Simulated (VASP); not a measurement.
# Zr (Im-3m) in VASP: notebook

Runs on Zr. Level: PBEsol. Tasks: single point, relaxation of cell and atoms.

Everything below comes from runs of VASP 6.6.1. Logs are shortened: lines on timing, memory, paths and dates and some standing lists are left out, and cuts for length are marked.

### Step 1. The cell of the first run

The structure is cubic, space group Im-3m (No. 229). Conventional cell: a = 3.523 Å, b = 3.523 Å, c = 3.523 Å, α = 90.00°, β = 90.00°, γ = 90.00°. Zr (site symmetry m-3m) has 14 Zr at 3.05 to 3.52 Å within 4.0 Å.

### Step 2. Single point, PBEsol

Input file INCAR:

```
SYSTEM = Zr
PREC = Accurate
ENCUT = 500
EDIFF = 1E-6
ISMEAR = -1
SIGMA = 0.08
LREAL = .False.
LASPH = .True.
NELM = 120
ALGO = Normal
ISIF = 2
LWAVE = .False.
LCHARG = .False.
GGA = PS
NBANDS = 12
GGA_COMPAT = .False.
```

Input file KPOINTS:

```
Automatic mesh
0
Gamma
  15 15 15
  0 0 0
```

Input file POSCAR:

```
Zr
1.0
   -1.7613172132      1.7613172132      1.7613172132
    1.7613172132     -1.7613172132      1.7613172132
    1.7613172132      1.7613172132     -1.7613172132
Zr
1
Direct
    0.0000000000      0.0000000000      0.0000000000
```

Potentials or basis: VASP PAW PBE potentials, release 64 (Zr_sv).

Run with:

```sh
> cat potpaw_PBE.64/Zr_sv/POTCAR > POTCAR
> mpirun -np 1 vasp_std > vasp.out
```

OUTCAR:

```text
SYSTEM = Zr
   PREC = Accurate
   ENCUT = 500
   EDIFF = 1E-6
   ISMEAR = -1
   LREAL = .False.
   LASPH = .True.
   NELM = 120
   ISIF = 2
   GGA = PS

 ion  position               nearest neighbor table
   1  0.000  0.000  0.000-

  LATTYP: Found a body centered cubic cell.
 ALAT       =     3.5226344264

  Lattice vectors:

 A1 = (  -1.7613172132,   1.7613172132,   1.7613172132)
 A2 = (   1.7613172132,  -1.7613172132,   1.7613172132)
 A3 = (   1.7613172132,   1.7613172132,  -1.7613172132)

Analysis of symmetry for initial positions (statically):
=====================================================================
 Subroutine PRICEL returns:
 Original cell was already a primitive cell.

 Routine SETGRP: Setting up the symmetry group for a
 body centered cubic supercell.

 Subroutine GETGRP returns: Found 48 space group operations
 (whereof 48 operations were pure point group operations)
 out of a pool of 48 trial point group operations.

The static configuration has the point symmetry O_h .

Analysis of symmetry for dynamics (positions and initial velocities):
=====================================================================
 Subroutine PRICEL returns:
 Original cell was already a primitive cell.

 Routine SETGRP: Setting up the symmetry group for a
 body centered cubic supercell.

 Subroutine GETGRP returns: Found 48 space group operations
 (whereof 48 operations were pure point group operations)
 out of a pool of 48 trial point group operations.

The dynamic configuration has the point symmetry O_h .

 Subroutine INISYM returns: Found 48 space group operations
 (whereof 48 operations are pure point group operations),
 and found     1 'primitive' translations

----------------------------------------------------------------------------------------

                                     Primitive cell

  volume of cell :      21.8561

  direct lattice vectors                    reciprocal lattice vectors
    -1.761317213  1.761317213  1.761317213     0.000000000  0.283878450  0.283878450
     1.761317213 -1.761317213  1.761317213     0.283878450  0.000000000  0.283878450
     1.761317213  1.761317213 -1.761317213     0.283878450  0.283878450  0.000000000

  length of vectors
     3.050690902  3.050690902  3.050690902     0.401464754  0.401464754  0.401464754

  position of ions in fractional coordinates (direct lattice)
     0.000000000  0.000000000  0.000000000

  ion indices of the primitive-cell ions
   primitive index   ion index
                 1           1

----------------------------------------------------------------------------------------

 KPOINTS: Automatic mesh

Automatic generation of k-mesh.
 Grid dimensions read from file:
 generate k-points for:   15   15   15

 Generating k-lattice:

  Cartesian coordinates                     Fractional coordinates (reciprocal lattice)
     0.000000000  0.018925230  0.018925230     0.066666667  0.000000000  0.000000000
     0.018925230  0.000000000  0.018925230     0.000000000  0.066666667  0.000000000
     0.018925230  0.018925230  0.000000000     0.000000000  0.000000000  0.066666667

  Length of vectors
     0.026764317  0.026764317  0.026764317

  Shift w.r.t. Gamma in fractional coordinates (k-lattice)
     0.000000000  0.000000000  0.000000000

 Subroutine IBZKPT returns following result:
 ===========================================

 Found    120 irreducible k-points:

 Following reciprocal coordinates:
            Coordinates               Weight
  0.000000  0.000000  0.000000      1.000000
  0.066667  0.000000  0.000000     12.000000
  0.133333  0.000000  0.000000     12.000000
  0.200000  0.000000  0.000000     12.000000
  0.266667  0.000000  0.000000     12.000000
  0.333333  0.000000  0.000000     12.000000
[... 16 lines left out ...]
  0.333333  0.200000  0.000000     48.000000
  0.400000  0.200000  0.000000     24.000000
 [... further k-points ...]
   k-points           NKPTS =    120   k-points in BZ     NKDIM =    120   number of bands    NBANDS=     12
   number of dos      NEDOS =    301   number of ions     NIONS =      1
   total plane-waves  NPLWV =  13824
   dimension x,y,z NGX =    24 NGY =   24 NGZ =   24
   dimension x,y,z NGXF=    48 NGYF=   48 NGZF=   48
   ions per type =               1
   NGX,Y,Z   is equivalent  to a cutoff of  13.08, 13.08, 13.08 a.u.
   NGXF,Y,Z  is equivalent  to a cutoff of  26.16, 26.16, 26.16 a.u.
 SYSTEM =  Zr
   PREC   = accura    normal or accurate (medium, high low for compatibility)
   ISTART =      0    job   : 0-new  1-cont  2-samecut
   ICHARG =      2    charge: 1-file 2-atom 10-const
   ISPIN  =      1    spin polarized calculation?
   LNONCOLLINEAR =      F non collinear calculations
   LSORBIT =      F    spin-orbit coupling
   LASPH  =      T    aspherical Exc in radial PAW
   ENCUT  =  500.0 eV  36.75 Ry    6.06 a.u.   5.56  5.56  5.56*2*pi/ulx,y,z
   NELM   =    120;   NELMIN=  2; NELMDL= -5     # of ELM steps
   EDIFF  = 0.1E-05   stopping-criterion for ELM
   LREAL  =      F    real-space projection
   EDIFFG = 0.1E-04   stopping-criterion for IOM
   NSW    =      0    number of steps for IOM
   IBRION =     -1    ionic relax: 0-MD 1-quasi-New 2-CG
   NFREE  =      0    steps in history (QN), initial steepest desc. (CG)
   ISIF   =      2    stress and relaxation
   ISYM   =      2    0-nonsym 1-usesym 2-fastsym
   POTIM  = 0.5000    time-step for ionic-motion
   TEBEG  =    0.0;   TEEND  =   0.0 temperature during run
   PSTRESS=    0.0 pullay stress
   NELECT =      12.0000    total number of electrons
   NUPDOWN=      -1.0000    fix difference up-down
   EMIN   =  10.00;   EMAX   =-10.00  energy-range for DOS
   EFERMI =   0.00;   METHOD = LEGACY
   ISMEAR =    -1;   SIGMA  =   0.08  broadening in eV -4-tet -1-fermi 0-gaus
   EFERMI_NEDOS =   21; number of points for ismear=-14 and -15
   IALGO  =     38    algorithm
   IMIX   =      4    mixing-type and parameters
     AMIX     =   0.40;   BMIX     =  1.00
     AMIX_MAG =   1.60;   BMIX_MAG =  1.00
  volume/ion in A,a.u.               =      21.86       147.49
  Fermi-wavevector in a.u.,A,eV,Ry     =   1.340533  2.533241 24.450078  1.797030
  Thomas-Fermi vector in A             =   2.468839
   LORBIT       =      0    0 simple, 1 ext, 2 COOP (PROOUT), +10 PAW based schemes
   GGA     = PS    functional components
   LHFCALC =     F    Hartree Fock is set to
   AEXX    =    0.0000 exact exchange contribution
   IVDW    =     0    specifies the selected vdW correction
   LEPSILON=     F    determine dielectric tensor
   LRPA    =     F    only Hartree local field effects (RPA)
 non-spin polarized calculation
  energy-cutoff  :      500.00
  volume of cell :       21.86
 maximum number of plane-waves:       570
   NGX = 11   NGY = 11   NGZ = 11

 number of electron      12.0000000 magnetization

 Free energy of the ion-electron system (eV)
  ---------------------------------------------------
  ext. energy  EPLUGINS =         0.00000000
  ---------------------------------------------------
  free energy    TOTEN  =        -9.03195595 eV

  energy without entropy =       -8.99429086  energy(sigma->0) =       -9.01312340

 E-fermi :   9.2806     XC(G=0): -11.4892

 val. band max:        9.2728254065   @ k =   0.2000   0.2000   0.0000
 cond. band min:       9.2841018852   @ k =   0.3333   0.2667   0.0667
 fundamental gap:      0.0112764788
 Fermi energy:         9.2806010663

 k-point     1 :       0.0000    0.0000    0.0000
  band No.  band energies     occupation
      1     -38.9791      2.00000
      2     -16.4115      2.00000
      3     -16.4115      2.00000
      4     -16.4115      2.00000
      5       3.8118      2.00000
      6      10.4370      0.00000
      7      10.4370      0.00000
      8      10.4370      0.00000
      9      13.0987      0.00000
     10      13.0987      0.00000
     11      21.8893      0.00000
     12      21.8893      0.00000

 k-point     2 :       0.0667    0.0000    0.0000
  band No.  band energies     occupation
      1     -38.9707      2.00000
      2     -16.4673      2.00000
      3     -16.4283      2.00000
      4     -16.4120      2.00000
      5       3.9753      2.00000
      6      10.3256      0.00000
      7      10.4006      0.00000
      8      10.5962      0.00000
      9      12.9214      0.00000
     10      13.0959      0.00000
     11      22.0380      0.00000
     12      22.1837      0.00000

 k-point     3 :       0.1333    0.0000    0.0000
  band No.  band energies     occupation
      1     -38.9469      2.00000
      2     -16.6225      2.00000
      3     -16.4753      2.00000
      4     -16.4134      2.00000
      5       4.4376      2.00000
      6      10.0308      0.00017
      7      10.2402      0.00001
      8      11.0662      0.00000
      9      12.6153      0.00000
     10      13.1024      0.00000
     11      22.3733      0.00000
     12      23.0244      0.00000
[... 286 lines left out ...]
 k-point    23 :       0.3333    0.2000    0.0000
  band No.  band energies     occupation
      1     -38.7725      2.00000
      2     -17.4384      2.00000
      3     -16.9290      2.00000
      4     -16.5315      2.00000
      5       7.2592      2.00000
      6       8.6210      1.99948
      7       9.6731      0.01470
      8      12.8946      0.00000
      9      13.9413      0.00000
     10      17.0627      0.00000
     11      19.5667      0.00000
     12      21.4058      0.00000

 k-point    24 :       0.4000    0.2000    0.0000
  band No.  band energies     occupation
      1     -38.7654      2.00000
      2     -17.4577      2.00000
      3     -16.9610      2.00000
      4     -16.5339      2.00000
      5       7.2414      2.00000
      6       8.6193      1.99949
      7       9.8339      0.00198
      8      12.9556      0.00000
      9      14.0422      0.00000
     10      17.5956      0.00000
     11      19.0890      0.00000
     12      21.0019      0.00000

 [... further k-points ...]
[... 5 lines left out ...]
  --------------------------------------------------------------------------------------
  -------------------------------------------------------------------------------------
  Total        0.0148107      0.0148107      0.0148107      0.0000000     -0.0000000      0.0000000
  in kB        1.0857069      1.0857069      1.0857069      0.0000000     -0.0000000      0.0000000
  external PRESSURE =       1.0857069 kB  Pullay stress =       0.0000000 kB

 VOLUME and BASIS-vectors are now :
 -----------------------------------------------------------------------------
  energy-cutoff  :      500.00
  volume of cell :       21.86
      direct lattice vectors                 reciprocal lattice vectors
    -1.761317213  1.761317213  1.761317213     0.000000000  0.283878450  0.283878450
     1.761317213 -1.761317213  1.761317213     0.283878450  0.000000000  0.283878450
     1.761317213  1.761317213 -1.761317213     0.283878450  0.283878450  0.000000000

 POSITION                                       TOTAL-FORCE (eV/Angst)
 -----------------------------------------------------------------------------------
      0.00000      0.00000      0.00000        -0.000000     -0.000000     -0.000000
 -----------------------------------------------------------------------------------
    total drift:                                0.000000      0.000000     -0.000000

  FREE ENERGIE OF THE ION-ELECTRON SYSTEM (eV)
  ---------------------------------------------------
  free  energy   TOTEN  =        -9.0319559533 eV

  energy  without entropy=       -8.9942908552  energy(sigma->0) =       -9.01312340
```

Run time: 20 s. Hardware: 1 thread of Intel Xeon 6975P-C, shared host; peak memory 0.16 GiB.

Results:

```yaml
Free_energy: -9.0320 eV
Pressure: 0.1 GPa
Band_gap_on_the_k_mesh: zero (band 6 reaches 10.44 eV, above the bottom of band 7 at 8.71 eV)
```

Caveat: the PAW data sets were made with another functional, which shifts forces and pressure a little.

### Step 3. Relaxation of cell and atoms, PBEsol

This run uses another cell than the first one, of 22.47 Å³/atom, 1.028 times its volume.

Input file INCAR:

```
SYSTEM = Zr
ALGO = Normal
EDIFF = 1E-7
EDIFFG = -0.005
ENCUT = 600
GGA = PS
IBRION = 2
ISIF = 3
ISMEAR = -1
LASPH = .TRUE.
LCHARG = .FALSE.
LREAL = .FALSE.
LWAVE = .FALSE.
NELM = 100
NSW = 60
PREC = Accurate
SIGMA = 0.08
```

Input file KPOINTS:

```
k-points
0
G
  15 15 15
  0 0 0
```

Input file POSCAR:

```
Zr
1.0
   -1.7775767640      1.7775767640      1.7775767640
    1.7775767640     -1.7775767640      1.7775767640
    1.7775767640      1.7775767640     -1.7775767640
Zr
1
Direct
    0.0000000000      0.0000000000      0.0000000000
```

Potentials or basis: VASP PAW PBE potentials, release 64 (Zr_sv).

Run with:

```sh
> cat potpaw_PBE.64/Zr_sv/POTCAR > POTCAR
> mpirun -np 1 vasp_std > vasp.out
```

It took 79 s on 1 thread of Intel Xeon Platinum 8259CL at 2.50GHz (Skylake/Cascade Lake), shared host; peak memory 0.19 GiB.

It converged, with:

* Free energy: -9.0323 eV
* Relaxed volume: 21.88 Å³/atom
* Relaxed cell: a = 3.052 Å, b = 3.052 Å, c = 3.052 Å, α = 109.47°, β = 109.47°, γ = 109.47°
* Space group after relaxing (to 0.05 Å): Im-3m (No. 229)
* Energy gained by relaxing: 4.3 meV/atom
* Ionic steps: 3
* Pressure after relaxing: 0.0 GPa
* Band gap on the k mesh: zero (band 6 reaches 10.42 eV, above the bottom of band 7 at 8.69 eV)

Step by step:
```csv
step,energy change (eV),largest force (eV/Å),pressure (GPa),volume (Å³)
1,0.0000,0.0000,-2.32,22.47
2,-0.0016,0.0000,1.95,21.42
3,-0.0043,0.0000,-0.01,21.88
```

Final structure:
```
CELL_PARAMETERS angstrom
-1.76200 1.76200 1.76200
1.76200 -1.76200 1.76200
1.76200 1.76200 -1.76200
ATOMIC_POSITIONS crystal
Zr 0.00000 0.00000 0.00000
```

Levels at points of the mesh, in eV from the Fermi level:
```
           k point  band 2  band 3  band 4  band 5  band 6  band 7  band 8  band 9  band 10
(0.00, 0.00, 0.00)  -25.70  -25.70  -25.70   -5.47    1.16    1.16    1.16    3.81     3.81
```

Caveat: the PAW data sets were made with another functional, which shifts forces and pressure a little.
